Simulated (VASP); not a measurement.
# La (Im-3m) in VASP: a series of runs

La is run at these levels: LDA; tasks: single point.

All numbers are computed with VASP 6.6.1; they aren't measurements. Logs are shortened: lines on timing, memory, paths and dates and some standing lists are left out, and cuts for length are marked.

**1. The cell of the first run**

Symmetry: Im-3m, No. 229, cubic system. The conventional cell has a = 4.161 Å, b = 4.161 Å, c = 4.161 Å, α = 90.00°, β = 90.00°, γ = 90.00°. La (site symmetry m-3m) has 14 La at 3.60 to 4.16 Å within 4.7 Å.

**2. Single point, LDA**

File INCAR:

```
ALGO = Normal
EDIFF = 1E-6
ENCUT = 520
GGA = CA
ISIF = 2
ISMEAR = -1
LASPH = T
LCHARG = F
LREAL = F
LWAVE = F
NBANDS = 12
NELM = 60
PREC = Accurate
SIGMA = 0.05
```

File KPOINTS:

```
k-points
0
Gamma
  9 9 9
```

File POSCAR:

```
La
1.0
   -2.0804754144      2.0804754144      2.0804754144
    2.0804754144     -2.0804754144      2.0804754144
    2.0804754144      2.0804754144     -2.0804754144
La
1
Direct
    0.0000000000      0.0000000000      0.0000000000
```

Potentials or basis: VASP PAW LDA potentials, release 64 (La).

Launch:

```console
cat potpaw_LDA.64/La/POTCAR > POTCAR
mpirun -np 1 vasp_std > vasp.out
```

OUTCAR:

```text
EDIFF = 1E-6
   ENCUT = 520
   GGA = CA
   ISIF = 2
   ISMEAR = -1
   LASPH = T
   LREAL = F
   NELM = 60
   PREC = Accurate

 ion  position               nearest neighbor table
   1  0.000  0.000  0.000-

  LATTYP: Found a body centered cubic cell.
 ALAT       =     4.1609508288

  Lattice vectors:

 A1 = (  -2.0804754144,   2.0804754144,   2.0804754144)
 A2 = (   2.0804754144,  -2.0804754144,   2.0804754144)
 A3 = (   2.0804754144,   2.0804754144,  -2.0804754144)

Analysis of symmetry for initial positions (statically):
=====================================================================
 Subroutine PRICEL returns:
 Original cell was already a primitive cell.

 Routine SETGRP: Setting up the symmetry group for a
 body centered cubic supercell.

 Subroutine GETGRP returns: Found 48 space group operations
 (whereof 48 operations were pure point group operations)
 out of a pool of 48 trial point group operations.

The static configuration has the point symmetry O_h .

Analysis of symmetry for dynamics (positions and initial velocities):
=====================================================================
 Subroutine PRICEL returns:
 Original cell was already a primitive cell.

 Routine SETGRP: Setting up the symmetry group for a
 body centered cubic supercell.

 Subroutine GETGRP returns: Found 48 space group operations
 (whereof 48 operations were pure point group operations)
 out of a pool of 48 trial point group operations.

The dynamic configuration has the point symmetry O_h .

 Subroutine INISYM returns: Found 48 space group operations
 (whereof 48 operations are pure point group operations),
 and found     1 'primitive' translations

----------------------------------------------------------------------------------------

                                     Primitive cell

  volume of cell :      36.0203

  direct lattice vectors                    reciprocal lattice vectors
    -2.080475414  2.080475414  2.080475414     0.000000000  0.240329685  0.240329685
     2.080475414 -2.080475414  2.080475414     0.240329685  0.000000000  0.240329685
     2.080475414  2.080475414 -2.080475414     0.240329685  0.240329685  0.000000000

  length of vectors
     3.603489122  3.603489122  3.603489122     0.339877499  0.339877499  0.339877499

  position of ions in fractional coordinates (direct lattice)
     0.000000000  0.000000000  0.000000000

  ion indices of the primitive-cell ions
   primitive index   ion index
                 1           1

----------------------------------------------------------------------------------------

 KPOINTS: k-points

Automatic generation of k-mesh.
 Grid dimensions read from file:
 generate k-points for:    9    9    9

 Generating k-lattice:

  Cartesian coordinates                     Fractional coordinates (reciprocal lattice)
     0.000000000  0.026703298  0.026703298     0.111111111  0.000000000  0.000000000
     0.026703298  0.000000000  0.026703298     0.000000000  0.111111111  0.000000000
     0.026703298  0.026703298  0.000000000     0.000000000  0.000000000  0.111111111

  Length of vectors
     0.037764167  0.037764167  0.037764167

  Shift w.r.t. Gamma in fractional coordinates (k-lattice)
     0.000000000  0.000000000  0.000000000

 Subroutine IBZKPT returns following result:
 ===========================================

 Found     35 irreducible k-points:

 Following reciprocal coordinates:
            Coordinates               Weight
  0.000000  0.000000  0.000000      1.000000
  0.111111  0.000000  0.000000     12.000000
  0.222222  0.000000  0.000000     12.000000
  0.333333  0.000000  0.000000     12.000000
  0.444444  0.000000  0.000000     12.000000
  0.111111  0.111111  0.000000     24.000000
[... 16 lines left out ...]
 -0.333333  0.444444  0.111111     48.000000
 -0.444444 -0.444444  0.111111     24.000000
 [... further k-points ...]
   k-points           NKPTS =     35   k-points in BZ     NKDIM =     35   number of bands    NBANDS=     12
   number of dos      NEDOS =    301   number of ions     NIONS =      1
   total plane-waves  NPLWV =  21952
   dimension x,y,z NGX =    28 NGY =   28 NGZ =   28
   dimension x,y,z NGXF=    56 NGYF=   56 NGZF=   56
   ions per type =               1
   NGX,Y,Z   is equivalent  to a cutoff of  12.92, 12.92, 12.92 a.u.
   NGXF,Y,Z  is equivalent  to a cutoff of  25.84, 25.84, 25.84 a.u.
 SYSTEM =  unknown system
   PREC   = accura    normal or accurate (medium, high low for compatibility)
   ISTART =      0    job   : 0-new  1-cont  2-samecut
   ICHARG =      2    charge: 1-file 2-atom 10-const
   ISPIN  =      1    spin polarized calculation?
   LNONCOLLINEAR =      F non collinear calculations
   LSORBIT =      F    spin-orbit coupling
   LASPH  =      T    aspherical Exc in radial PAW
   ENCUT  =  520.0 eV  38.22 Ry    6.18 a.u.   6.70  6.70  6.70*2*pi/ulx,y,z
   NELM   =     60;   NELMIN=  2; NELMDL= -5     # of ELM steps
   EDIFF  = 0.1E-05   stopping-criterion for ELM
   LREAL  =      F    real-space projection
   EDIFFG = 0.1E-04   stopping-criterion for IOM
   NSW    =      0    number of steps for IOM
   IBRION =     -1    ionic relax: 0-MD 1-quasi-New 2-CG
   NFREE  =      0    steps in history (QN), initial steepest desc. (CG)
   ISIF   =      2    stress and relaxation
   ISYM   =      2    0-nonsym 1-usesym 2-fastsym
   POTIM  = 0.5000    time-step for ionic-motion
   TEBEG  =    0.0;   TEEND  =   0.0 temperature during run
   PSTRESS=    0.0 pullay stress
   NELECT =      11.0000    total number of electrons
   NUPDOWN=      -1.0000    fix difference up-down
   EMIN   =  10.00;   EMAX   =-10.00  energy-range for DOS
   EFERMI =   0.00;   METHOD = LEGACY
   ISMEAR =    -1;   SIGMA  =   0.05  broadening in eV -4-tet -1-fermi 0-gaus
   EFERMI_NEDOS =   21; number of points for ismear=-14 and -15
   IALGO  =     38    algorithm
   IMIX   =      4    mixing-type and parameters
     AMIX     =   0.40;   BMIX     =  1.00
     AMIX_MAG =   1.60;   BMIX_MAG =  1.00
  volume/ion in A,a.u.               =      36.02       243.08
  Fermi-wavevector in a.u.,A,eV,Ry     =   1.102444  2.083317 16.536282  1.215382
  Thomas-Fermi vector in A             =   2.238887
   LORBIT       =      0    0 simple, 1 ext, 2 COOP (PROOUT), +10 PAW based schemes
   GGA     = CA    functional components
   LHFCALC =     F    Hartree Fock is set to
   AEXX    =    0.0000 exact exchange contribution
   IVDW    =     0    specifies the selected vdW correction
   LEPSILON=     F    determine dielectric tensor
   LRPA    =     F    only Hartree local field effects (RPA)
 non-spin polarized calculation
  energy-cutoff  :      520.00
  volume of cell :       36.02
 maximum number of plane-waves:       979
   NGX = 13   NGY = 13   NGZ = 13

 number of electron      11.0000002 magnetization

 Free energy of the ion-electron system (eV)
  ---------------------------------------------------
  ext. energy  EPLUGINS =         0.00000000
  ---------------------------------------------------
  free energy    TOTEN  =        -5.42728354 eV

  energy without entropy =       -5.40241815  energy(sigma->0) =       -5.41485085

 E-fermi :   7.9284     XC(G=0):  -9.8895

 val. band max:        7.8889098021   @ k =   0.2222   0.2222   0.0000
 cond. band min:       7.9619115279   @ k =   0.3333   0.2222   0.0000
 fundamental gap:      0.0730017258
 Fermi energy:         7.9283949744

 k-point     1 :       0.0000    0.0000    0.0000
  band No.  band energies     occupation
      1     -24.7864      2.00000
      2      -7.6945      2.00000
      3      -7.6945      2.00000
      4      -7.6945      2.00000
      5       4.7721      2.00000
      6       9.3249      0.00000
      7       9.3249      0.00000
      8       9.3249      0.00000
      9       9.4338      0.00000
     10       9.4338      0.00000
     11       9.4338      0.00000
     12      10.0800      0.00000

 k-point     2 :       0.1111    0.0000    0.0000
  band No.  band energies     occupation
      1     -24.7593      2.00000
      2      -7.8980      2.00000
      3      -7.7538      2.00000
      4      -7.6972      2.00000
      5       5.1696      2.00000
      6       8.8994      0.00000
      7       8.9162      0.00000
      8       9.3151      0.00000
      9       9.5151      0.00000
     10       9.6864      0.00000
     11       9.6877      0.00000
     12      10.0499      0.00000

 k-point     3 :       0.2222    0.0000    0.0000
  band No.  band energies     occupation
      1     -24.6896      2.00000
      2      -8.3786      2.00000
      3      -7.8995      2.00000
      4      -7.7040      2.00000
      5       6.0103      2.00000
      6       8.4012      0.00016
      7       8.5299      0.00001
      8       9.3039      0.00000
      9       9.6040      0.00000
     10       9.7542      0.00000
     11       9.8481      0.00000
     12       9.9995      0.00000
[... 286 lines left out ...]
 k-point    23 :      -0.3333    0.4444    0.1111
  band No.  band energies     occupation
      1     -24.5322      2.00000
      2      -8.9576      2.00000
      3      -8.3422      2.00000
      4      -7.9434      2.00000
      5       6.9905      2.00000
      6       7.8851      1.40765
      7       8.6842      0.00000
      8       9.2952      0.00000
      9       9.5777      0.00000
     10       9.7822      0.00000
     11       9.9681      0.00000
     12      10.0392      0.00000

 k-point    24 :      -0.4444   -0.4444    0.1111
  band No.  band energies     occupation
      1     -24.5069      2.00000
      2      -9.0657      2.00000
      3      -8.4182      2.00000
      4      -7.9429      2.00000
      5       6.8333      2.00000
      6       8.1383      0.02962
      7       8.5622      0.00001
      8       9.1969      0.00000
      9       9.6383      0.00000
     10       9.8558      0.00000
     11      10.0048      0.00000
     12      10.0504      0.00000

 [... further k-points ...]
[... 5 lines left out ...]
  --------------------------------------------------------------------------------------
  -------------------------------------------------------------------------------------
  Total       -0.5830035     -0.5830035     -0.5830035      0.0000000      0.0000000      0.0000000
  in kB      -25.9318790    -25.9318790    -25.9318790      0.0000000      0.0000000      0.0000000
  external PRESSURE =     -25.9318790 kB  Pullay stress =       0.0000000 kB

 VOLUME and BASIS-vectors are now :
 -----------------------------------------------------------------------------
  energy-cutoff  :      520.00
  volume of cell :       36.02
      direct lattice vectors                 reciprocal lattice vectors
    -2.080475414  2.080475414  2.080475414     0.000000000  0.240329685  0.240329685
     2.080475414 -2.080475414  2.080475414     0.240329685  0.000000000  0.240329685
     2.080475414  2.080475414 -2.080475414     0.240329685  0.240329685  0.000000000

 POSITION                                       TOTAL-FORCE (eV/Angst)
 -----------------------------------------------------------------------------------
      0.00000      0.00000      0.00000         0.000000     -0.000000      0.000000
 -----------------------------------------------------------------------------------
    total drift:                                0.000000      0.000000      0.000000

  FREE ENERGIE OF THE ION-ELECTRON SYSTEM (eV)
  ---------------------------------------------------
  free  energy   TOTEN  =        -5.4272835416 eV

  energy  without entropy=       -5.4024181504  energy(sigma->0) =       -5.41485085
```

Wall time 7.7 s (1 thread of Intel Xeon 6975P-C (Granite Rapids), shared host); peak memory 0.15 GiB.

Results:

| Quantity | Value |
| --- | --- |
| Free energy | -5.4273 eV |
| Pressure | -2.6 GPa |

Levels at points of the mesh, in eV from the Fermi level:
| k point | band 3 | band 4 | band 5 | band 6 | band 7 | band 8 | band 9 | band 10 |
| --- | --- | --- | --- | --- | --- | --- | --- | --- |
| (0.00, 0.00, 0.00) | -15.62 | -15.62 | -3.16 | 1.40 | 1.40 | 1.40 | 1.51 | 1.51 |

Caveat: spin-orbit coupling is left out, which moves the levels of the heavy elements.

**3. Single point, LDA**

This run uses another cell than the first one, of 36.79 Å³/atom, 1.021 times its volume.

File INCAR:

```
ALGO = Fast
EDIFF = 1E-6
ENCUT = 520
ISIF = 2
ISMEAR = -1
LASPH = T
LCHARG = F
LREAL = F
LWAVE = F
NBANDS = 12
NELM = 80
PREC = Accurate
SIGMA = 0.05
```

KPOINTS is that of step 2.

File POSCAR:

```
La
1.0
   -2.0951271325      2.0951271325      2.0951271325
    2.0951271325     -2.0951271325      2.0951271325
    2.0951271325      2.0951271325     -2.0951271325
La
1
Direct
    0.0000000000      0.0000000000      0.0000000000
```

Potentials or basis: VASP PAW LDA potentials, release 64 (La).

Launch:

```console
cat potpaw_LDA.64/La/POTCAR > POTCAR
mpirun -np 1 vasp_std > vasp.out
```

It took 19 s on 1 thread of Intel Xeon 6975P-C (Granite Rapids), shared host; peak memory 0.15 GiB.

It converged, with:

```
Free energy : -5.4138 eV
Pressure    : -3.1 GPa
```

Levels at points of the mesh, in eV from the Fermi level:
| k point | band 2 | band 3 | band 4 | band 5 | band 6 | band 7 | band 8 | band 9 | band 10 | band 11 |
| --- | --- | --- | --- | --- | --- | --- | --- | --- | --- | --- |
| (0.00, 0.00, 0.00) | -15.70 | -15.70 | -15.70 | -3.18 | 1.36 | 1.36 | 1.36 | 1.48 | 1.48 | 1.48 |

Caveat: spin-orbit coupling is left out, which moves the levels of the heavy elements.

**4. Single point, LDA**

This run uses another cell than the first one, of 37.55 Å³/atom, 1.043 times its volume.

File INCAR:

```
SYSTEM = La
PREC = Accurate
ENCUT = 520
EDIFF = 1E-7
ISMEAR = -1
SIGMA = 0.05
LREAL = .FALSE.
LASPH = .TRUE.
NELM = 100
ALGO = Normal
ISIF = 2
LWAVE = .FALSE.
LCHARG = .FALSE.
NBANDS = 12
```

File KPOINTS:

```
regular mesh
0
G
  9 9 9
  0 0 0
```

File POSCAR:

```
La
1.0
   -2.1095767417      2.1095767417      2.1095767417
    2.1095767417     -2.1095767417      2.1095767417
    2.1095767417      2.1095767417     -2.1095767417
La
1
Direct
    0.0000000000      0.0000000000      0.0000000000
```

Launch:

```console
cat potpaw_LDA.64/La/POTCAR > POTCAR
mpirun -np 1 vasp_std > vasp.out
```

Wall time 8.6 s (1 thread of Intel Xeon 6975P-C (Granite Rapids), shared host); peak memory 0.15 GiB.

It converged, with:

```yaml
Free_energy: -5.3982 eV
Pressure: -3.5 GPa
```

Levels at points of the mesh, in eV from the Fermi level:
| k point | band 4 | band 5 | band 6 | band 7 | band 8 | band 9 |
| --- | --- | --- | --- | --- | --- | --- |
| (0.00, 0.00, 0.00) | -15.78 | -3.20 | 1.33 | 1.33 | 1.33 | 1.45 |

Caveat: spin-orbit coupling is left out, which moves the levels of the heavy elements.

**5. Single point, LDA**

This run uses another cell than the first one, of 38.32 Å³/atom, 1.064 times its volume.

File INCAR:

```
  PREC = Accurate
  ENCUT = 520
  EDIFF = 1E-7
  ISMEAR = -1
  SIGMA = 0.05
  LREAL = False
  LASPH = True
  NELM = 100
  ALGO = Normal
  ISIF = 2
  LWAVE = False
  LCHARG = False
  NBANDS = 12
```

File KPOINTS:

```
regular mesh
0
Gamma
  9 9 9
```

File POSCAR:

```
La
1.0
   -2.1238310710      2.1238310710      2.1238310710
    2.1238310710     -2.1238310710      2.1238310710
    2.1238310710      2.1238310710     -2.1238310710
La
1
Direct
    0.0000000000      0.0000000000      0.0000000000
```

Launch:

```console
cat potpaw_LDA.64/La/POTCAR > POTCAR
mpirun -np 1 vasp_std > vasp.out
```

Run time: 7.1 s. Hardware: 1 thread of Intel Xeon 6975P-C (Granite Rapids), shared host; peak memory 0.16 GiB.

The run converged. Its results:

| Item | Value |
| --- | --- |
| Free energy | -5.3806 eV |
| Pressure | -3.9 GPa |

Levels at points of the mesh, in eV from the Fermi level:
| k point | band 1 | band 2 | band 3 | band 4 | band 5 | band 6 | band 7 | band 8 | band 9 | band 10 |
| --- | --- | --- | --- | --- | --- | --- | --- | --- | --- | --- |
| (0.00, 0.00, 0.00) | -32.81 | -15.85 | -15.85 | -15.85 | -3.21 | 1.30 | 1.30 | 1.30 | 1.43 | 1.43 |

Caveat: spin-orbit coupling is left out, which moves the levels of the heavy elements.

**6. The runs side by side**

```csv
cell,gap on the mesh (eV),pressure (GPa)
"a = 3.603 Å, angles 109.5°, 1 atom",none,-2.6
"a = 3.629 Å, angles 109.5°, 1 atom",none,-3.1
"a = 3.654 Å, angles 109.5°, 1 atom",none,-3.5
"a = 3.679 Å, angles 109.5°, 1 atom",none,-3.9
```

Alike in all rows: task single point; level LDA; potentials or basis VASP PAW LDA potentials, release 64 (La); no spin polarisation; k mesh 9 × 9 × 9; cutoff (eV) 520; smearing fermi-dirac 0.05 eV.

Caveats: spin-orbit coupling is left out, which moves the levels of the heavy elements.

Absolute energies hang on the potentials; compare differences alone.
